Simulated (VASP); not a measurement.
# In (P6_3/mmc) in VASP: further runs

The runs below take In through single point, with LDA.

Everything below comes from runs of VASP 6.6.1. Logs are shortened: lines on timing, memory, paths and dates and some standing lists are left out, and cuts for length are marked.

## Step 1: The cell of the first run

The structure is hexagonal, space group P6_3/mmc (No. 194). The conventional cell has a = 3.267 Å, b = 3.267 Å, c = 5.397 Å, α = 90.00°, β = 90.00°, γ = 120.00°. In (site symmetry -6m2) has 12 In at 3.27 to 3.29 Å within 4.3 Å.

## Step 2: Single point, LDA (volume scaled by 0.94)

File INCAR:

```
SYSTEM = In
PREC = Accurate
ENCUT = 520
EDIFF = 1E-6
ISMEAR = -1
SIGMA = 0.05
LREAL = .False.
LASPH = .True.
NELM = 60
ALGO = Normal
ISIF = 2
LWAVE = .False.
LCHARG = .False.
GGA = CA
NBANDS = 20
```

File KPOINTS:

```
Automatic mesh
0
Gamma
  9 9 5
  0 0 0
```

File POSCAR:

```
In
1.0
    3.2673945583      0.0000000000      0.0000000000
   -1.6336972791      2.8296466917      0.0000000000
    0.0000000000      0.0000000000      5.3966798754
In
2
Direct
    0.6666666667      0.3333333333      0.7500000000
    0.3333333333      0.6666666667      0.2500000000
```

Potentials or basis: VASP PAW LDA potentials, release 64 (In_d).

Started as:

```
$ cat potpaw_LDA.64/In_d/POTCAR > POTCAR
$ mpirun -np 1 vasp_std > vasp.out
```

OUTCAR:

```text
SYSTEM = In
   PREC = Accurate
   ENCUT = 520
   EDIFF = 1E-6
   ISMEAR = -1
   LREAL = .False.
   LASPH = .True.
   NELM = 60
   ISIF = 2
   GGA = CA

 ion  position               nearest neighbor table
   1  0.667  0.333  0.750-   2 3.29   2 3.29   2 3.29   2 3.29   2 3.29   2 3.29
   2  0.333  0.667  0.250-   1 3.29   1 3.29   1 3.29   1 3.29   1 3.29   1 3.29

  LATTYP: Found a hexagonal cell.
 ALAT       =     3.2673945583
 C/A-ratio  =     1.6516768266

  Lattice vectors:

 A1 = (   3.2673945583,   0.0000000000,   0.0000000000)
 A2 = (  -1.6336972791,   2.8296466917,   0.0000000000)
 A3 = (   0.0000000000,   0.0000000000,   5.3966798754)

Analysis of symmetry for initial positions (statically):
=====================================================================
 Subroutine PRICEL returns:
 Original cell was already a primitive cell.

 Routine SETGRP: Setting up the symmetry group for a
 hexagonal supercell.

 Subroutine GETGRP returns: Found 24 space group operations
 (whereof 12 operations were pure point group operations)
 out of a pool of 24 trial point group operations.

The static configuration has the point symmetry D_3d.
 The point group associated with its full space group is D_6h.

Analysis of symmetry for dynamics (positions and initial velocities):
=====================================================================
 Subroutine PRICEL returns:
 Original cell was already a primitive cell.

 Routine SETGRP: Setting up the symmetry group for a
 hexagonal supercell.

 Subroutine GETGRP returns: Found 24 space group operations
 (whereof 12 operations were pure point group operations)
 out of a pool of 24 trial point group operations.

The dynamic configuration has the point symmetry D_3d.
 The point group associated with its full space group is D_6h.

 Subroutine INISYM returns: Found 24 space group operations
 (whereof 12 operations are pure point group operations),
 and found     1 'primitive' translations

----------------------------------------------------------------------------------------

                                     Primitive cell

  volume of cell :      49.8954

  direct lattice vectors                    reciprocal lattice vectors
     3.267394558  0.000000000  0.000000000     0.306054253  0.176700505  0.000000000
    -1.633697279  2.829646692  0.000000000     0.000000000  0.353401010  0.000000000
     0.000000000  0.000000000  5.396679875     0.000000000  0.000000000  0.185299114

  length of vectors
     3.267394558  3.267394558  5.396679875     0.353401010  0.353401010  0.185299114

  position of ions in fractional coordinates (direct lattice)
     0.666666667  0.333333333  0.750000000
     0.333333333  0.666666667  0.250000000

  ion indices of the primitive-cell ions
   primitive index   ion index
                 1           1
                 2           2

----------------------------------------------------------------------------------------

 KPOINTS: Automatic mesh

Automatic generation of k-mesh.
 Grid dimensions read from file:
 generate k-points for:    9    9    5

 Generating k-lattice:

  Cartesian coordinates                     Fractional coordinates (reciprocal lattice)
     0.034006028  0.019633389  0.000000000     0.111111111  0.000000000  0.000000000
     0.000000000  0.039266779  0.000000000     0.000000000  0.111111111  0.000000000
     0.000000000  0.000000000  0.037059823     0.000000000  0.000000000  0.200000000

  Length of vectors
     0.039266779  0.039266779  0.037059823

  Shift w.r.t. Gamma in fractional coordinates (k-lattice)
     0.000000000  0.000000000  0.000000000

 Subroutine IBZKPT returns following result:
 ===========================================

 Found     36 irreducible k-points:

 Following reciprocal coordinates:
            Coordinates               Weight
  0.000000  0.000000  0.000000      1.000000
  0.111111 -0.000000  0.000000      6.000000
  0.222222 -0.000000  0.000000      6.000000
  0.333333 -0.000000  0.000000      6.000000
  0.444444 -0.000000  0.000000      6.000000
  0.111111  0.111111  0.000000      6.000000
[... 16 lines left out ...]
  0.333333  0.222222  0.200000     24.000000
  0.333333  0.333333  0.200000      4.000000
 [... further k-points ...]
   k-points           NKPTS =     36   k-points in BZ     NKDIM =     36   number of bands    NBANDS=     20
   number of dos      NEDOS =    301   number of ions     NIONS =      2
   total plane-waves  NPLWV =  23040
   dimension x,y,z NGX =    24 NGY =   24 NGZ =   40
   dimension x,y,z NGXF=    48 NGYF=   48 NGZF=   80
   ions per type =               2
   NGX,Y,Z   is equivalent  to a cutoff of  12.21, 12.21, 12.32 a.u.
   NGXF,Y,Z  is equivalent  to a cutoff of  24.42, 24.42, 24.64 a.u.
 SYSTEM =  In
   PREC   = accura    normal or accurate (medium, high low for compatibility)
   ISTART =      0    job   : 0-new  1-cont  2-samecut
   ICHARG =      2    charge: 1-file 2-atom 10-const
   ISPIN  =      1    spin polarized calculation?
   LNONCOLLINEAR =      F non collinear calculations
   LSORBIT =      F    spin-orbit coupling
   LASPH  =      T    aspherical Exc in radial PAW
   ENCUT  =  520.0 eV  38.22 Ry    6.18 a.u.   6.08  6.08 10.03*2*pi/ulx,y,z
   NELM   =     60;   NELMIN=  2; NELMDL= -5     # of ELM steps
   EDIFF  = 0.1E-05   stopping-criterion for ELM
   LREAL  =      F    real-space projection
   EDIFFG = 0.1E-04   stopping-criterion for IOM
   NSW    =      0    number of steps for IOM
   IBRION =     -1    ionic relax: 0-MD 1-quasi-New 2-CG
   NFREE  =      0    steps in history (QN), initial steepest desc. (CG)
   ISIF   =      2    stress and relaxation
   ISYM   =      2    0-nonsym 1-usesym 2-fastsym
   POTIM  = 0.5000    time-step for ionic-motion
   TEBEG  =    0.0;   TEEND  =   0.0 temperature during run
   PSTRESS=    0.0 pullay stress
   NELECT =      26.0000    total number of electrons
   NUPDOWN=      -1.0000    fix difference up-down
   EMIN   =  10.00;   EMAX   =-10.00  energy-range for DOS
   EFERMI =   0.00;   METHOD = LEGACY
   ISMEAR =    -1;   SIGMA  =   0.05  broadening in eV -4-tet -1-fermi 0-gaus
   EFERMI_NEDOS =   21; number of points for ismear=-14 and -15
   IALGO  =     38    algorithm
   IMIX   =      4    mixing-type and parameters
     AMIX     =   0.40;   BMIX     =  1.00
     AMIX_MAG =   1.60;   BMIX_MAG =  1.00
  volume/ion in A,a.u.               =      24.95       168.36
  Fermi-wavevector in a.u.,A,eV,Ry     =   1.317384  2.489495 23.612928  1.735501
  Thomas-Fermi vector in A             =   2.447429
   LORBIT       =      0    0 simple, 1 ext, 2 COOP (PROOUT), +10 PAW based schemes
   GGA     = CA    functional components
   LHFCALC =     F    Hartree Fock is set to
   AEXX    =    0.0000 exact exchange contribution
   IVDW    =     0    specifies the selected vdW correction
   LEPSILON=     F    determine dielectric tensor
   LRPA    =     F    only Hartree local field effects (RPA)
 non-spin polarized calculation
  energy-cutoff  :      520.00
  volume of cell :       49.90
 maximum number of plane-waves:      1365
   NGX = 13   NGY = 13   NGZ = 21

 number of electron      26.0000020 magnetization

 Free energy of the ion-electron system (eV)
  ---------------------------------------------------
  ext. energy  EPLUGINS =         0.00000000
  ---------------------------------------------------
  free energy    TOTEN  =        -6.39874902 eV

  energy without entropy =       -6.38706306  energy(sigma->0) =       -6.39290604

 E-fermi :   7.8254     XC(G=0): -10.7568

 val. band max:        7.7909514335   @ k =   0.3333   0.2222   0.2000
 cond. band min:       7.8993604479   @ k =   0.4444  -0.0000   0.2000
 fundamental gap:      0.1084090144
 Fermi energy:         7.8254135917

 k-point     1 :       0.0000    0.0000    0.0000
  band No.  band energies     occupation
      1      -6.9230      2.00000
      2      -6.8440      2.00000
      3      -6.8116      2.00000
      4      -6.8116      2.00000
      5      -6.7790      2.00000
      6      -6.7790      2.00000
[... 12 lines left out ...]
     19      18.9295      0.00000
     20      19.5798      0.00000

 k-point     2 :       0.1111   -0.0000    0.0000
  band No.  band energies     occupation
      1      -6.9097      2.00000
      2      -6.8511      2.00000
      3      -6.7923      2.00000
      4      -6.7710      2.00000
      5      -6.7697      2.00000
      6      -6.7406      2.00000
[... 12 lines left out ...]
     19      19.0650      0.00000
     20      20.1876      0.00000

 k-point     3 :       0.2222   -0.0000    0.0000
  band No.  band energies     occupation
      1      -6.9546      2.00000
      2      -6.8263      2.00000
      3      -6.7822      2.00000
      4      -6.7797      2.00000
      5      -6.7452      2.00000
      6      -6.6802      2.00000
[... 12 lines left out ...]
     19      18.2644      0.00000
     20      19.6151      0.00000

 k-point     4 :       0.3333   -0.0000    0.0000
  band No.  band energies     occupation
      1      -7.0212      2.00000
      2      -6.8697      2.00000
      3      -6.8591      2.00000
      4      -6.7834      2.00000
      5      -6.7071      2.00000
      6      -6.6469      2.00000
[... 12 lines left out ...]
     19      17.1342      0.00000
     20      18.7973      0.00000

 k-point     5 :       0.4444   -0.0000    0.0000
  band No.  band energies     occupation
      1      -7.0643      2.00000
      2      -6.9302      2.00000
      3      -6.8863      2.00000
      4      -6.8067      2.00000
      5      -6.6807      2.00000
      6      -6.6600      2.00000
[... 12 lines left out ...]
     19      16.4894      0.00000
     20      18.3002      0.00000
[... 353 lines left out ...]
      6      -6.6004      2.00000
[... 12 lines left out ...]
     19      17.7081      0.00000
     20      17.8371      0.00000

 k-point    22 :       0.2222    0.2222    0.2000
  band No.  band energies     occupation
      1      -6.9144      2.00000
      2      -6.8698      2.00000
      3      -6.8354      2.00000
      4      -6.8252      2.00000
      5      -6.7216      2.00000
      6      -6.6548      2.00000
[... 12 lines left out ...]
     19      16.7672      0.00000
     20      19.7840      0.00000

 k-point    23 :       0.3333    0.2222    0.2000
  band No.  band energies     occupation
      1      -6.9321      2.00000
      2      -6.8914      2.00000
      3      -6.8286      2.00000
      4      -6.7810      2.00000
      5      -6.7408      2.00000
      6      -6.6300      2.00000
[... 12 lines left out ...]
     19      15.8985      0.00000
     20      21.0494      0.00000

 k-point    24 :       0.3333    0.3333    0.2000
  band No.  band energies     occupation
      1      -6.9269      2.00000
      2      -6.8389      2.00000
      3      -6.8389      2.00000
      4      -6.6997      2.00000
      5      -6.6997      2.00000
      6      -6.6989      2.00000
[... 12 lines left out ...]
     19      14.7189      0.00000
     20      22.7257      0.00000

 [... further k-points ...]
[... 5 lines left out ...]
  --------------------------------------------------------------------------------------
  -------------------------------------------------------------------------------------
  Total       -0.0750027     -0.0750027     -0.2896941     -0.0000000      0.0000000      0.0000000
  in kB       -2.4083903     -2.4083903     -9.3022895     -0.0000000      0.0000000      0.0000000
  external PRESSURE =      -4.7063567 kB  Pullay stress =       0.0000000 kB

 VOLUME and BASIS-vectors are now :
 -----------------------------------------------------------------------------
  energy-cutoff  :      520.00
  volume of cell :       49.90
      direct lattice vectors                 reciprocal lattice vectors
     3.267394558  0.000000000  0.000000000     0.306054253  0.176700505  0.000000000
    -1.633697279  2.829646692  0.000000000     0.000000000  0.353401010  0.000000000
     0.000000000  0.000000000  5.396679875     0.000000000  0.000000000  0.185299114

 POSITION                                       TOTAL-FORCE (eV/Angst)
 -----------------------------------------------------------------------------------
      1.63370      0.94322      4.04751         0.000000      0.000000      0.000000
     -0.00000      1.88643      1.34917        -0.000000     -0.000000      0.000000
 -----------------------------------------------------------------------------------
    total drift:                               -0.000000      0.000000      0.000000

  FREE ENERGIE OF THE ION-ELECTRON SYSTEM (eV)
  ---------------------------------------------------
  free  energy   TOTEN  =        -6.3987490236 eV

  energy  without entropy=       -6.3870630617  energy(sigma->0) =       -6.39290604
```

Wall time 9 s (1 thread of Intel Xeon 6975P-C (Granite Rapids), shared host); peak memory 0.15 GiB.

Results:

* Free energy: -6.3987 eV
* Pressure: -0.5 GPa
* Band gap on the k mesh: zero (band 13 reaches 10.03 eV, above the bottom of band 14 at 5.79 eV)

Levels at points of the mesh, in eV from the Fermi level:
| k point | band 10 | band 11 | band 12 | band 13 | band 14 | band 15 | band 16 | band 17 |
| --- | --- | --- | --- | --- | --- | --- | --- | --- |
| (0.00, 0.00, 0.00) | -14.30 | -9.96 | -4.59 | -3.66 | 8.67 | 8.67 | 10.59 | 10.59 |

Caveat: spin-orbit coupling is left out, which moves the levels of the heavy elements.

## Step 3: Single point, LDA (volume scaled by 0.96)

File INCAR:

```
SYSTEM = In
PREC     = Accurate       ! precision mode
ENCUT    = 520            ! plane-wave cutoff, eV
EDIFF    = 1E-6           ! SCF threshold, eV
ISMEAR   = -1             ! smearing method
SIGMA    = 0.05           ! smearing width, eV
LREAL    = .FALSE.        ! projectors in reciprocal space
LASPH    = .TRUE.         ! aspherical terms in the spheres
NELM     = 80             ! most SCF steps
ALGO     = Normal         ! electronic algorithm
ISIF     = 2              ! what is computed and relaxed
LWAVE    = .FALSE.        ! write WAVECAR
LCHARG   = .FALSE.        ! write CHGCAR
NBANDS   = 20             ! bands
```

File KPOINTS:

```
regular mesh
0
G
  9 9 5
  0 0 0
```

File POSCAR:

```
In
1.0
    3.2904051372      0.0000000000      0.0000000000
   -1.6452025686      2.8495744376      0.0000000000
    0.0000000000      0.0000000000      5.4346859154
In
2
Direct
    0.6666666667      0.3333333333      0.7500000000
    0.3333333333      0.6666666667      0.2500000000
```

Potentials or basis: VASP PAW LDA potentials, release 64 (In_d).

Started as:

```
$ cat potpaw_LDA.64/In_d/POTCAR > POTCAR
$ mpirun -np 1 vasp_std > vasp.out
```

Run time: 7.3 s. Hardware: 1 thread of Intel Xeon 6975P-C (Granite Rapids), shared host; peak memory 0.15 GiB.

Results (log left out):

```yaml
Free_energy: -6.3928 eV
Pressure: -1.4 GPa
Band_gap_on_the_k_mesh: zero (band 13 reaches 9.73 eV, above the bottom of band 14 at 5.58 eV)
```

Stress tensor (GPa, compression positive):
```
-1.25  0.00  0.00
 0.00 -1.25  0.00
 0.00  0.00 -1.70
```

Levels at points of the mesh, in eV from the Fermi level:
```csv
k point,band 11,band 12,band 13,band 14,band 15,band 16
"(0.00, 0.00, 0.00)",-9.80,-4.57,-3.56,8.52,8.52,10.41
```

Caveat: spin-orbit coupling is left out, which moves the levels of the heavy elements.

(Continued in part 2 of 2.)
